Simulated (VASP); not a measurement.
# Cu2Ni3 (Fmmm) in VASP: single point with PBE

Aim: the single point of Cu2Ni3 with PBE.

Program: VASP 6.6.1. These are calculated values, not measurements. Logs are shortened: lines on timing, memory, paths and dates and some standing lists are left out, and cuts for length are marked.

## Step 1: The cell of the first run

The typed cell holds 5 atoms: a = 9.066 Å, b = 9.066 Å, c = 2.517 Å, α = 82.03°, β = 82.01°, γ = 15.96°.

## Step 2: Single point, PBE, collinear spin, ferrimagnetic start

Input file INCAR:

```
SYSTEM = Cu2Ni3
  PREC = Accurate
  ENCUT = 520
  EDIFF = 1E-6
  ISMEAR = 0
  SIGMA = 0.1
  LREAL = .FALSE.
  LASPH = .TRUE.
  NELM = 150
  ALGO = Fast
  ISIF = 2
  LWAVE = .FALSE.
  LCHARG = .TRUE.
  ISPIN = 2
  MAGMOM = 0 0 2 2 -2
  LORBIT = 11
  LMAXMIX = 4
  GGA = PE
  LELF = .TRUE.
  LVHAR = .TRUE.
  NBANDS = 38
```

Input file KPOINTS:

```
regular mesh
0
G
  6 6 6
  0 0 0
```

Input file POSCAR:

```
Cu2Ni3
1.0
    0.0000000000      1.7807637577      8.8898309458
    1.7794595882      0.0000000000      8.8898309458
    1.7794595882      1.7807637577      0.0000000000
Cu Ni
2 3
Direct
    0.8023067299      0.8023067299      0.1976932701
    0.1976931346      0.1976931346      0.8023068654
   -0.0000000232     -0.0000000232      0.0000000232
    0.4038969445      0.4038969445      0.5961030555
    0.5961032142      0.5961032142      0.4038967858
```

Potentials or basis: VASP PAW PBE potentials, release 64 (Cu, Ni).

Started as:

```console
cat potpaw_PBE.64/Cu/POTCAR potpaw_PBE.64/Ni/POTCAR > POTCAR
mpirun -np 1 vasp_std > vasp.out
```

OUTCAR:

```text
SYSTEM = Cu2Ni3
   PREC = Accurate
   ENCUT = 520
   EDIFF = 1E-6
   ISMEAR = 0
   LREAL = .FALSE.
   LASPH = .TRUE.
   NELM = 150
   ISIF = 2
   ISPIN = 2
   LORBIT = 11
   GGA = PE

 ion  position               nearest neighbor table
   1  0.802  0.802  0.198-   4 2.54   4 2.54   4 2.54   4 2.54   2 2.57   2 2.57   2 2.58   2 2.58

   2  0.198  0.198  0.802-   5 2.54   5 2.54   5 2.54   5 2.54   1 2.57   1 2.57   1 2.58   1 2.58

   3  1.000  1.000  0.000-   4 2.47   4 2.47   5 2.47   5 2.47   4 2.47   4 2.47   5 2.47   5 2.47

   4  0.404  0.404  0.596-   3 2.47   3 2.47   3 2.47   3 2.47   1 2.54   1 2.54   1 2.54   1 2.54

   5  0.596  0.596  0.404-   3 2.47   3 2.47   3 2.47   3 2.47   2 2.54   2 2.54   2 2.54   2 2.54

  LATTYP: Found a face centered orthorhombic cell.
 ALAT       =     3.5589191764
 B/A-ratio  =     1.0007329020
 C/A-ratio  =     4.9958037849

  Lattice vectors:

 A1 = (   0.0000000000,   1.7807637577,   8.8898309458)
 A2 = (   1.7794595882,   0.0000000000,   8.8898309458)
 A3 = (   1.7794595882,   1.7807637577,   0.0000000000)

Analysis of symmetry for initial positions (statically):
=====================================================================
 Subroutine PRICEL returns:
 Original cell was already a primitive cell.

 Routine SETGRP: Setting up the symmetry group for a
 face centered orthorhombic supercell.

 Subroutine GETGRP returns: Found  8 space group operations
 (whereof  8 operations were pure point group operations)
 out of a pool of  8 trial point group operations.

The static configuration has the point symmetry D_2h.

Analysis of symmetry for dynamics (positions and initial velocities):
=====================================================================
 Subroutine PRICEL returns:
 Original cell was already a primitive cell.

 Routine SETGRP: Setting up the symmetry group for a
 face centered orthorhombic supercell.

 Subroutine GETGRP returns: Found  8 space group operations
 (whereof  8 operations were pure point group operations)
 out of a pool of  8 trial point group operations.

The dynamic configuration has the point symmetry D_2h.

Analysis of structural, dynamic, and magnetic symmetry:
=====================================================================
 Subroutine PRICEL returns:
 Original cell was already a primitive cell.

 Routine SETGRP: Setting up the symmetry group for a
 face centered orthorhombic supercell.

 Subroutine GETGRP returns: Found  4 space group operations
 (whereof  4 operations were pure point group operations)
 out of a pool of  8 trial point group operations.

The overall configuration has the point symmetry C_2v.

 Subroutine INISYM returns: Found  4 space group operations
 (whereof  4 operations are pure point group operations),
 and found     1 'primitive' translations

----------------------------------------------------------------------------------------

                                     Primitive cell

  volume of cell :      56.3401

  direct lattice vectors                    reciprocal lattice vectors
     0.000000000  1.780763758  8.889830946    -0.280984184  0.280778401  0.056244039
     1.779459588  0.000000000  8.889830946     0.280984184 -0.280778401  0.056244039
     1.779459588  1.780763758  0.000000000     0.280984184  0.280778401 -0.056244039

  length of vectors
     9.066433356  9.066177291  2.517458239     0.401188252  0.401188252  0.401188252

  position of ions in fractional coordinates (direct lattice)
     0.802306730  0.802306730  0.197693270
     0.197693135  0.197693135  0.802306865
     0.999999977  0.999999977  0.000000023
     0.403896944  0.403896944  0.596103056
     0.596103214  0.596103214  0.403896786

  ion indices of the primitive-cell ions
   primitive index   ion index
                 1           1
                 2           2
                 3           3
                 4           4
                 5           5

----------------------------------------------------------------------------------------

 KPOINTS: regular mesh

Automatic generation of k-mesh.
 Grid dimensions read from file:
 generate k-points for:    6    6    6

 Generating k-lattice:

  Cartesian coordinates                     Fractional coordinates (reciprocal lattice)
    -0.046830697  0.046796400  0.009374007     0.166666667  0.000000000  0.000000000
     0.046830697 -0.046796400  0.009374007     0.000000000  0.166666667  0.000000000
     0.046830697  0.046796400 -0.009374007     0.000000000  0.000000000  0.166666667

  Length of vectors
     0.066864709  0.066864709  0.066864709

  Shift w.r.t. Gamma in fractional coordinates (k-lattice)
     0.000000000  0.000000000  0.000000000

 Subroutine IBZKPT returns following result:
 ===========================================

 Found     46 irreducible k-points:

 Following reciprocal coordinates:
            Coordinates               Weight
  0.000000  0.000000  0.000000      1.000000
  0.166667 -0.000000 -0.000000      8.000000
  0.333333 -0.000000  0.000000      8.000000
  0.500000 -0.000000 -0.000000      4.000000
  0.166667  0.166667  0.000000      2.000000
  0.333333  0.166667  0.000000      8.000000
[... 16 lines left out ...]
 -0.166667  0.166667  0.166667      8.000000
  0.500000  0.333333  0.166667      4.000000
 [... further k-points ...]
   k-points           NKPTS =     46   k-points in BZ     NKDIM =     46   number of bands    NBANDS=     38
   number of dos      NEDOS =    301   number of ions     NIONS =      5
   total plane-waves  NPLWV =  98000
   dimension x,y,z NGX =    70 NGY =   70 NGZ =   20
   dimension x,y,z NGXF=   140 NGYF=  140 NGZF=   40
   ions per type =               2   3
   NGX,Y,Z   is equivalent  to a cutoff of  12.84, 12.84, 13.21 a.u.
   NGXF,Y,Z  is equivalent  to a cutoff of  25.67, 25.67, 26.41 a.u.
 SYSTEM =  Cu2Ni3
   PREC   = accura    normal or accurate (medium, high low for compatibility)
   ISTART =      0    job   : 0-new  1-cont  2-samecut
   ICHARG =      2    charge: 1-file 2-atom 10-const
   ISPIN  =      2    spin polarized calculation?
   LNONCOLLINEAR =      F non collinear calculations
   LSORBIT =      F    spin-orbit coupling
   LASPH  =      T    aspherical Exc in radial PAW
   ENCUT  =  520.0 eV  38.22 Ry    6.18 a.u.  16.86 16.86  4.68*2*pi/ulx,y,z
   NELM   =    150;   NELMIN=  2; NELMDL= -5     # of ELM steps
   EDIFF  = 0.1E-05   stopping-criterion for ELM
   LREAL  =      F    real-space projection
   EDIFFG = 0.1E-04   stopping-criterion for IOM
   NSW    =      0    number of steps for IOM
   IBRION =     -1    ionic relax: 0-MD 1-quasi-New 2-CG
   NFREE  =      0    steps in history (QN), initial steepest desc. (CG)
   ISIF   =      2    stress and relaxation
   ISYM   =      2    0-nonsym 1-usesym 2-fastsym
   POTIM  = 0.5000    time-step for ionic-motion
   TEBEG  =    0.0;   TEEND  =   0.0 temperature during run
   PSTRESS=    0.0 pullay stress
   NELECT =      52.0000    total number of electrons
   NUPDOWN=      -1.0000    fix difference up-down
   EMIN   =  10.00;   EMAX   =-10.00  energy-range for DOS
   EFERMI =   0.00;   METHOD = LEGACY
   ISMEAR =     0;   SIGMA  =   0.10  broadening in eV -4-tet -1-fermi 0-gaus
   EFERMI_NEDOS =   21; number of points for ismear=-14 and -15
   IALGO  =     68    algorithm
   IMIX   =      4    mixing-type and parameters
     AMIX     =   0.40;   BMIX     =  1.00
     AMIX_MAG =   1.60;   BMIX_MAG =  1.00
  volume/ion in A,a.u.               =      11.27        76.04
  Fermi-wavevector in a.u.,A,eV,Ry     =   1.593933  3.012096 34.567251  2.540621
  Thomas-Fermi vector in A             =   2.692086
   LORBIT       =     11    0 simple, 1 ext, 2 COOP (PROOUT), +10 PAW based schemes
   GGA     = PE    functional components
   LHFCALC =     F    Hartree Fock is set to
   AEXX    =    0.0000 exact exchange contribution
   IVDW    =     0    specifies the selected vdW correction
   LEPSILON=     F    determine dielectric tensor
   LRPA    =     F    only Hartree local field effects (RPA)
 spin polarized calculation
 RMM-DIIS sequential band-by-band and
 Gauss-broadening in eV      SIGMA  =   0.10
  energy-cutoff  :      520.00
  volume of cell :       56.34
 maximum number of plane-waves:      1549
 NGX is ok and might be reduce to    70
   NGX = 33   NGY = 33   NGZ =  9

 number of electron      52.0000021 magnetization       1.5359193

 Free energy of the ion-electron system (eV)
  ---------------------------------------------------
  ext. energy  EPLUGINS =         0.00000000
  ---------------------------------------------------
  free energy    TOTEN  =       -23.84524530 eV

  energy without entropy =      -23.81896834  energy(sigma->0) =      -23.83210682

 E-fermi :   8.4685     XC(G=0): -13.0255

 val. band max:        8.4663871724   @ k =   0.5000   0.3333  -0.0000
 cond. band min:       8.4693348976   @ k =   0.5000  -0.0000  -0.0000
 fundamental gap:      0.0029477252
 Fermi energy:         8.4685360193

 spin component 1

 k-point     1 :       0.0000    0.0000    0.0000
  band No.  band energies     occupation
      1      -0.5496      1.00000
      2       1.3168      1.00000
      3       1.4527      1.00000
      4       3.7831      1.00000
      5       3.9928      1.00000
      6       4.3765      1.00000
[... 30 lines left out ...]
     37      27.2191      0.00000
     38      27.9379      0.00000

 k-point     2 :       0.1667   -0.0000   -0.0000
  band No.  band energies     occupation
      1       0.1547      1.00000
      2       1.6942      1.00000
      3       2.2518      1.00000
      4       4.1072      1.00000
      5       4.3295      1.00000
      6       4.5542      1.00000
[... 30 lines left out ...]
     37      24.1215      0.00000
     38      24.6750      0.00000
[... 859 lines left out ...]
     37      22.0560      0.00000
     38      23.5137      0.00000

 k-point    24 :       0.5000    0.3333    0.1667
  band No.  band energies     occupation
      1       1.0008      1.00000
      2       1.6375      1.00000
      3       3.5638      1.00000
      4       4.2946      1.00000
      5       4.5284      1.00000
      6       4.7271      1.00000
[... 30 lines left out ...]
     37      22.2590      0.00000
     38      24.6679      0.00000

 [... further k-points ...]

 spin component 2

 k-point     1 :       0.0000    0.0000    0.0000
  band No.  band energies     occupation
      1      -0.5784      1.00000
      2       1.2899      1.00000
      3       1.4265      1.00000
      4       3.7982      1.00000
      5       4.1675      1.00000
      6       4.3851      1.00000
[... 30 lines left out ...]
     37      27.1993      0.00000
     38      27.9982      0.00000

 k-point     2 :       0.1667   -0.0000   -0.0000
  band No.  band energies     occupation
      1       0.1267      1.00000
      2       1.6743      1.00000
      3       2.2387      1.00000
      4       4.1296      1.00000
      5       4.5138      1.00000
      6       4.5661      1.00000
[... 30 lines left out ...]
     37      24.1255      0.00000
     38      24.7046      0.00000
[... 859 lines left out ...]
     37      22.1270      0.00000
     38      23.6146      0.00000

 k-point    24 :       0.5000    0.3333    0.1667
  band No.  band energies     occupation
      1       0.9760      1.00000
      2       1.6163      1.00000
      3       3.5808      1.00000
      4       4.3226      1.00000
      5       4.6798      1.00000
      6       4.7415      1.00000
[... 30 lines left out ...]
     37      22.3061      0.00000
     38      24.6689      0.00000

 [... further k-points ...]

------------------------ aborting loop because EDIFF is reached ----------------------------------------

  FORCE on cell =-STRESS in cart. coord.  units (eV):
  Direction    XX          YY          ZZ          XY          YZ          ZX
  --------------------------------------------------------------------------------------
  -------------------------------------------------------------------------------------
  Total        0.0630315      0.0357002      0.0238298      0.0000000      0.0000000      0.0000000
  in kB        1.7924636      1.0152266      0.6776622      0.0000000      0.0000000      0.0000000
  external PRESSURE =       1.1617841 kB  Pullay stress =       0.0000000 kB

 VOLUME and BASIS-vectors are now :
 -----------------------------------------------------------------------------
  energy-cutoff  :      520.00
  volume of cell :       56.34
      direct lattice vectors                 reciprocal lattice vectors
     0.000000000  1.780763758  8.889830946    -0.280984184  0.280778401  0.056244039
     1.779459588  0.000000000  8.889830946     0.280984184 -0.280778401  0.056244039
     1.779459588  1.780763758  0.000000000     0.280984184  0.280778401 -0.056244039

 POSITION                                       TOTAL-FORCE (eV/Angst)
 -----------------------------------------------------------------------------------
      1.77946      1.78076     14.26474         0.000000      0.000000      0.005593
      1.77946      1.78076      3.51492         0.000000      0.000000     -0.004898
      1.77946      1.78076     17.77966         0.000000      0.000000     -0.000173
      1.77946      1.78076      7.18115         0.000000      0.000000      0.018249
      1.77946      1.78076     10.59851         0.000000      0.000000     -0.018770
 -----------------------------------------------------------------------------------
    total drift:                               -0.000000     -0.000000     -0.000228

  FREE ENERGIE OF THE ION-ELECTRON SYSTEM (eV)
  ---------------------------------------------------
  free  energy   TOTEN  =       -23.8452453039 eV

  energy  without entropy=      -23.8189683414  energy(sigma->0) =      -23.83210682

 total charge

# of ion       s       p       d       tot
------------------------------------------
    1        0.453   0.398   9.167  10.017
    2        0.453   0.398   9.167  10.017
    3        0.499   0.506   8.302   9.307
    4        0.481   0.470   8.333   9.284
    5        0.481   0.470   8.332   9.283
--------------------------------------------------
tot          2.366   2.242  43.301  47.909

 magnetization (x)

# of ion       s       p       d       tot
------------------------------------------
    1       -0.005  -0.009   0.003  -0.012
    2       -0.005  -0.009   0.003  -0.012
    3       -0.005  -0.021   0.650   0.624
    4       -0.005  -0.017   0.513   0.491
    5       -0.005  -0.017   0.513   0.491
--------------------------------------------------
tot         -0.024  -0.075   1.681   1.582
```

Wall time 12 min (1 thread of AMD EPYC 9R45 (Zen 5), shared host); peak memory 0.42 GiB.

Results:

```
Free energy                                           : -23.8452 eV
Pressure                                              : 0.1 GPa
Largest force                                         : 0.019 eV/Å
Net moment                                            : 1.54 μB per cell
Site moments                                          : Cu -0.01; Ni +0.62, +0.49 (each value once) μB
Valence electrons inside the program's atomic spheres : Cu 10.02; Ni 9.31, 9.28 (each value once)
```

Forces on the atoms (eV/Å):
```
Cu   0.000  0.000  0.006
Cu   0.000  0.000 -0.005
Ni   0.000  0.000  0.000
Ni   0.000  0.000  0.018
Ni   0.000  0.000 -0.019
```

Caveat: the k points lie up to 0.42 Å⁻¹ apart.
